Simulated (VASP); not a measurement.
Input of a VASP 6.6.1 run:

File INCAR:

```
PREC = Accurate
ENCUT = 520
EDIFF = 1E-7
ISMEAR = -1
SIGMA = 0.05
LREAL = F
LASPH = T
NELM = 80
ALGO = Normal
ISIF = 2
LWAVE = F
LCHARG = F
GGA = PE
NBANDS = 18
```

File KPOINTS:

```
regular mesh
0
Gamma
  15 15 8
```

File POSCAR:

```
Ag
1.0
    2.9169126286      0.0000000000      0.0000000000
   -1.4584563143      2.5261204370      0.0000000000
    0.0000000000      0.0000000000      4.8464355777
Ag
2
Direct
    0.3333333333      0.6666666667      0.2500000000
    0.6666666667      0.3333333333      0.7500000000
```

Potentials or basis: VASP PAW PBE potentials, release 64 (Ag).

Command:

```bash
$ cat potpaw_PBE.64/Ag/POTCAR > POTCAR
$ mpirun -np 1 vasp_std > vasp.out
```

**Question.** What does it give for the pressure?

**Answer.** -0.1 GPa.

**Question.** Predict the band gap on the k mesh.

**Answer.** Zero (band 11 reaches 11.86 eV, above the bottom of band 12 at 4.43 eV).
